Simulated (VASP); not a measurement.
# TiTe2 (P-3m1) in VASP: further runs, part 2 of 2

VASP 6.6.1. Earlier steps stand in the parts before.

### 4 Single point, PBE (strain -0.025 along x and y, -0.025 along z)

The input, INCAR:

```
SYSTEM = TiTe2
  ALGO = Normal
  EDIFF = 1E-6
  ENCUT = 520
  GGA = PE
  ISIF = 2
  ISMEAR = 0
  LASPH = .TRUE.
  LCHARG = .FALSE.
  LREAL = .FALSE.
  LWAVE = .FALSE.
  NBANDS = 19
  NELM = 60
  PREC = Accurate
  SIGMA = 0.15
```

The input, KPOINTS:

```
k-points
0
G
  12 12 8
  0 0 0
```

The input, POSCAR:

```
TiTe2
1.0
    3.6825758654      0.0000000000      0.0000000000
   -1.8412879327      3.1892042508      0.0000000000
    0.0000000000      0.0000000000      6.3355500000
Ti Te
1 2
Direct
    0.0000000000      0.0000000000      0.0000000000
    0.6666666667      0.3333333333      0.2628000000
    0.3333333333      0.6666666667      0.7372000000
```

Potentials or basis: VASP PAW PBE potentials, release 64 (Ti_sv, Te).

On the command line:

```console
$ cat potpaw_PBE.64/Ti_sv/POTCAR potpaw_PBE.64/Te/POTCAR > POTCAR
$ mpirun -np 1 vasp_std > vasp.out
```

OUTCAR:

```text
SYSTEM = TiTe2
   EDIFF = 1E-6
   ENCUT = 520
   GGA = PE
   ISIF = 2
   ISMEAR = 0
   LASPH = .TRUE.
   LREAL = .FALSE.
   NELM = 60
   PREC = Accurate

 ion  position               nearest neighbor table
   1  0.000  0.000  0.000-   2 2.70   3 2.70   2 2.70   3 2.70   2 2.70   3 2.70
   2  0.667  0.333  0.263-   1 2.70   1 2.70   1 2.70   3 3.68   3 3.68   3 3.68
   3  0.333  0.667  0.737-   1 2.70   1 2.70   1 2.70   2 3.68   2 3.68   2 3.68

  LATTYP: Found a hexagonal cell.
 ALAT       =     3.6825758654
 C/A-ratio  =     1.7204126219

  Lattice vectors:

 A1 = (   3.6825758654,   0.0000000000,   0.0000000000)
 A2 = (  -1.8412879327,   3.1892042508,   0.0000000000)
 A3 = (   0.0000000000,   0.0000000000,   6.3355500000)

Analysis of symmetry for initial positions (statically):
=====================================================================
 Subroutine PRICEL returns:
 Original cell was already a primitive cell.

 Routine SETGRP: Setting up the symmetry group for a
 hexagonal supercell.

 Subroutine GETGRP returns: Found 12 space group operations
 (whereof 12 operations were pure point group operations)
 out of a pool of 24 trial point group operations.

The static configuration has the point symmetry D_3d.

Analysis of symmetry for dynamics (positions and initial velocities):
=====================================================================
 Subroutine PRICEL returns:
 Original cell was already a primitive cell.

 Routine SETGRP: Setting up the symmetry group for a
 hexagonal supercell.

 Subroutine GETGRP returns: Found 12 space group operations
 (whereof 12 operations were pure point group operations)
 out of a pool of 24 trial point group operations.

The dynamic configuration has the point symmetry D_3d.

 Subroutine INISYM returns: Found 12 space group operations
 (whereof 12 operations are pure point group operations),
 and found     1 'primitive' translations

----------------------------------------------------------------------------------------

                                     Primitive cell

  volume of cell :      74.4078

  direct lattice vectors                    reciprocal lattice vectors
     3.682575865  0.000000000  0.000000000     0.271549056  0.156778921  0.000000000
    -1.841287933  3.189204251  0.000000000     0.000000000  0.313557841  0.000000000
     0.000000000  0.000000000  6.335550000     0.000000000  0.000000000  0.157839493

  length of vectors
     3.682575865  3.682575865  6.335550000     0.313557841  0.313557841  0.157839493

  position of ions in fractional coordinates (direct lattice)
     0.000000000  0.000000000  0.000000000
     0.666666667  0.333333333  0.262800000
     0.333333333  0.666666667  0.737200000

  ion indices of the primitive-cell ions
   primitive index   ion index
                 1           1
                 2           2
                 3           3

----------------------------------------------------------------------------------------

 KPOINTS: k-points

Automatic generation of k-mesh.
 Grid dimensions read from file:
 generate k-points for:   12   12    8

 Generating k-lattice:

  Cartesian coordinates                     Fractional coordinates (reciprocal lattice)
     0.022629088  0.013064910  0.000000000     0.083333333 -0.000000000  0.000000000
     0.000000000  0.026129820  0.000000000     0.000000000  0.083333333  0.000000000
     0.000000000  0.000000000  0.019729937     0.000000000  0.000000000  0.125000000

  Length of vectors
     0.026129820  0.026129820  0.019729937

  Shift w.r.t. Gamma in fractional coordinates (k-lattice)
     0.000000000  0.000000000  0.000000000

 Subroutine IBZKPT returns following result:
 ===========================================

 Found    131 irreducible k-points:

 Following reciprocal coordinates:
            Coordinates               Weight
  0.000000  0.000000  0.000000      1.000000
  0.083333  0.000000  0.000000      6.000000
  0.166667  0.000000  0.000000      6.000000
  0.250000  0.000000  0.000000      6.000000
  0.333333  0.000000  0.000000      6.000000
  0.416667  0.000000  0.000000      6.000000
[... 16 lines left out ...]
  0.166667  0.000000  0.125000      6.000000
  0.000000  0.166667  0.125000      6.000000
 [... further k-points ...]
   k-points           NKPTS =    131   k-points in BZ     NKDIM =    131   number of bands    NBANDS=     19
   number of dos      NEDOS =    301   number of ions     NIONS =      3
   total plane-waves  NPLWV =  37632
   dimension x,y,z NGX =    28 NGY =   28 NGZ =   48
   dimension x,y,z NGXF=    56 NGYF=   56 NGZF=   96
   ions per type =               1   2
   NGX,Y,Z   is equivalent  to a cutoff of  12.64, 12.64, 12.60 a.u.
   NGXF,Y,Z  is equivalent  to a cutoff of  25.28, 25.28, 25.19 a.u.
 SYSTEM =  TiTe2
   PREC   = accura    normal or accurate (medium, high low for compatibility)
   ISTART =      0    job   : 0-new  1-cont  2-samecut
   ICHARG =      2    charge: 1-file 2-atom 10-const
   ISPIN  =      1    spin polarized calculation?
   LNONCOLLINEAR =      F non collinear calculations
   LSORBIT =      F    spin-orbit coupling
   LASPH  =      T    aspherical Exc in radial PAW
   ENCUT  =  520.0 eV  38.22 Ry    6.18 a.u.   6.85  6.85 11.78*2*pi/ulx,y,z
   NELM   =     60;   NELMIN=  2; NELMDL= -5     # of ELM steps
   EDIFF  = 0.1E-05   stopping-criterion for ELM
   LREAL  =      F    real-space projection
   EDIFFG = 0.1E-04   stopping-criterion for IOM
   NSW    =      0    number of steps for IOM
   IBRION =     -1    ionic relax: 0-MD 1-quasi-New 2-CG
   NFREE  =      0    steps in history (QN), initial steepest desc. (CG)
   ISIF   =      2    stress and relaxation
   ISYM   =      2    0-nonsym 1-usesym 2-fastsym
   POTIM  = 0.5000    time-step for ionic-motion
   TEBEG  =    0.0;   TEEND  =   0.0 temperature during run
   PSTRESS=    0.0 pullay stress
   NELECT =      24.0000    total number of electrons
   NUPDOWN=      -1.0000    fix difference up-down
   EMIN   =  10.00;   EMAX   =-10.00  energy-range for DOS
   EFERMI =   0.00;   METHOD = LEGACY
   ISMEAR =     0;   SIGMA  =   0.15  broadening in eV -4-tet -1-fermi 0-gaus
   EFERMI_NEDOS =   21; number of points for ismear=-14 and -15
   IALGO  =     38    algorithm
   IMIX   =      4    mixing-type and parameters
     AMIX     =   0.40;   BMIX     =  1.00
     AMIX_MAG =   1.60;   BMIX_MAG =  1.00
  volume/ion in A,a.u.               =      24.80       167.38
  Fermi-wavevector in a.u.,A,eV,Ry     =   1.122723  2.121638 17.150225  1.260506
  Thomas-Fermi vector in A             =   2.259384
   LORBIT       =      0    0 simple, 1 ext, 2 COOP (PROOUT), +10 PAW based schemes
   GGA     = PE    functional components
   LHFCALC =     F    Hartree Fock is set to
   AEXX    =    0.0000 exact exchange contribution
   IVDW    =     0    specifies the selected vdW correction
   LEPSILON=     F    determine dielectric tensor
   LRPA    =     F    only Hartree local field effects (RPA)
 non-spin polarized calculation
 Gauss-broadening in eV      SIGMA  =   0.15
  energy-cutoff  :      520.00
  volume of cell :       74.41
 maximum number of plane-waves:      2028
   NGX = 13   NGY = 13   NGZ = 23

 number of electron      24.0000002 magnetization

 Free energy of the ion-electron system (eV)
  ---------------------------------------------------
  ext. energy  EPLUGINS =         0.00000000
  ---------------------------------------------------
  free energy    TOTEN  =       -16.07793078 eV

  energy without entropy =      -16.06286586  energy(sigma->0) =      -16.07039832

 E-fermi :   7.7645     XC(G=0): -10.2089

 val. band max:        7.7534282680   @ k =   0.5000   0.0000   0.1250
 cond. band min:       7.7670067329   @ k =   0.5000   0.0000   0.0000
 fundamental gap:      0.0135784649
 Fermi energy:         7.7645214842

 k-point     1 :       0.0000    0.0000    0.0000
  band No.  band energies     occupation
      1     -49.5353      2.00000
      2     -25.8125      2.00000
      3     -25.8125      2.00000
      4     -25.7850      2.00000
      5      -5.1084      2.00000
      6      -3.3630      2.00000
[... 11 lines left out ...]
     18      12.9988      0.00000
     19      14.4120      0.00000
[... 489 lines left out ...]
      3     -25.8159      2.00000
      4     -25.7813      2.00000
      5      -4.7243      2.00000
      6      -3.2865      2.00000
[... 11 lines left out ...]
     18      14.1815      0.00000
     19      15.0163      0.00000

 [... further k-points ...]

------------------------ aborting loop because EDIFF is reached ----------------------------------------

  FORCE on cell =-STRESS in cart. coord.  units (eV):
  Direction    XX          YY          ZZ          XY          YZ          ZX
  --------------------------------------------------------------------------------------
  -------------------------------------------------------------------------------------
  Total        2.8547186      2.8547186      3.6067315      0.0000000      0.0000000      0.0000000
  in kB       61.4689119     61.4689119     77.6615475      0.0000000      0.0000000      0.0000000
  external PRESSURE =      66.8664571 kB  Pullay stress =       0.0000000 kB

 VOLUME and BASIS-vectors are now :
 -----------------------------------------------------------------------------
  energy-cutoff  :      520.00
  volume of cell :       74.41
      direct lattice vectors                 reciprocal lattice vectors
     3.682575865  0.000000000  0.000000000     0.271549056  0.156778921  0.000000000
    -1.841287933  3.189204251  0.000000000     0.000000000  0.313557841  0.000000000
     0.000000000  0.000000000  6.335550000     0.000000000  0.000000000  0.157839493

 POSITION                                       TOTAL-FORCE (eV/Angst)
 -----------------------------------------------------------------------------------
      0.00000      0.00000      0.00000        -0.000000      0.000000      0.000000
      1.84129      1.06307      1.66498        -0.000000      0.000000      0.750661
     -0.00000      2.12614      4.67057         0.000000     -0.000000     -0.750661
 -----------------------------------------------------------------------------------
    total drift:                                0.000000     -0.000000     -0.000000

  FREE ENERGIE OF THE ION-ELECTRON SYSTEM (eV)
  ---------------------------------------------------
  free  energy   TOTEN  =       -16.0779307845 eV

  energy  without entropy=      -16.0628658601  energy(sigma->0) =      -16.07039832
```

It took 4.7 min on 1 thread of Intel Xeon 8259CL, shared host; peak memory 0.32 GiB.

Results:

```yaml
Free_energy: -16.0779 eV
Pressure: 6.7 GPa
Largest_force: 0.751 eV/Å
Band_gap_on_the_k_mesh: zero (bands 12 and 13 overlap by 0.79 eV)
```

Forces in eV/Å, atoms in the order of the input:
```
Ti   0.000  0.000  0.000
Te   0.000  0.000  0.751
Te   0.000  0.000 -0.751
```

Caveat: the cell differs from its parent crystal (strain -0.025 along x and y, -0.025 along z); the cell stands under pressure; spin-orbit coupling is left out, which moves the levels of the heavy elements; this functional lacks dispersion, which binds the layers, so the pressure and a relaxed spacing across them are unreliable.

### 5 Single point, PBE (strain -0.050 along x and y, +0.050 along z)

The input, INCAR:

```
  PREC = Accurate
  ENCUT = 520
  EDIFF = 1E-6
  ISMEAR = 0
  SIGMA = 0.15
  LREAL = F
  LASPH = T
  NELM = 100
  ALGO = Normal
  ISIF = 2
  LWAVE = F
  LCHARG = F
  GGA = PE
  NBANDS = 19
```

The input, KPOINTS:

```
regular mesh
0
Gamma
  12 12 8
```

The input, POSCAR:

```
TiTe2
1.0
    3.5881508432      0.0000000000      0.0000000000
   -1.7940754216      3.1074297828      0.0000000000
    0.0000000000      0.0000000000      6.8229000000
Ti Te
1 2
Direct
    0.0000000000      0.0000000000      0.0000000000
    0.6666666667      0.3333333333      0.2628000000
    0.3333333333      0.6666666667      0.7372000000
```

On the command line:

```console
$ cat potpaw_PBE.64/Ti_sv/POTCAR potpaw_PBE.64/Te/POTCAR > POTCAR
$ mpirun -np 1 vasp_std > vasp.out
```

Wall time 5.6 min (1 thread of Intel Xeon 8259CL, shared host); peak memory 0.33 GiB.

Results (log left out):

```
Free energy            : -16.1028 eV
Pressure               : 4.4 GPa
Largest force          : 0.074 eV/Å
Band gap on the k mesh : zero (bands 12 and 13 overlap by 0.92 eV)
```

Forces on the atoms (eV/Å):
```
Ti   0.000  0.000  0.000
Te   0.000  0.000  0.074
Te   0.000  0.000 -0.074
```

Stress tensor (GPa, compression positive):
```
5.54 0.00 0.00
0.00 5.54 0.00
0.00 0.00 2.04
```

Levels at points of the mesh, in eV from the Fermi level:
```csv
k point,band 9,band 10,band 11,band 12,band 13,band 14,band 15,band 16
"(0.00, 0.00, 0.00)",-1.27,-0.21,0.01,0.55,0.55,1.66,1.66,3.47
"(0.50, 0.00, 0.00)",-2.77,-2.58,-1.64,-0.71,-0.16,1.50,1.76,2.57
"(0.00, 0.00, 0.50)",-1.22,-1.22,0.55,0.55,0.85,1.41,1.41,3.80
"(0.50, 0.00, 0.50)",-2.75,-1.83,-1.30,-0.52,-0.28,1.50,1.85,2.86
```

Caveat: the cell differs from its parent crystal (strain -0.050 along x and y, +0.050 along z); the cell stands under pressure; spin-orbit coupling is left out, which moves the levels of the heavy elements; this functional lacks dispersion, which binds the layers, so the pressure and a relaxed spacing across them are unreliable.

### 6 Summary

| cell | gap on the mesh (eV) | pressure (GPa) | largest force (eV/Å) |
| --- | --- | --- | --- |
| a = 3.683, b = 3.683, c = 6.173 Å, angles 90.0, 90.0, 120.0°, 3 atoms | none | 9.2 | 1.11 |
| a = 3.588, b = 3.588, c = 6.660 Å, angles 90.0, 90.0, 120.0°, 3 atoms | none | 6.5 | 0.43 |
| a = 3.683, b = 3.683, c = 6.336 Å, angles 90.0, 90.0, 120.0°, 3 atoms | none | 6.7 | 0.75 |
| a = 3.588, b = 3.588, c = 6.823 Å, angles 90.0, 90.0, 120.0°, 3 atoms | none | 4.4 | 0.07 |

Alike in all rows: task single point; level PBE; potentials or basis VASP PAW PBE potentials, release 64 (Ti_sv, Te); no spin polarisation; k mesh 12 × 12 × 8; cutoff (eV) 520; smearing gaussian 0.15 eV.

Caveats: the cell stands under pressure; spin-orbit coupling is left out, which moves the levels of the heavy elements; this functional lacks dispersion, which binds the layers, so the pressure and a relaxed spacing across them are unreliable; forces of over 1 eV/Å act on the atoms, so gaps and moduli don't describe the material at rest (at least some runs).

Total energies depend on the potentials used, so only differences within one code and one set of settings carry meaning.
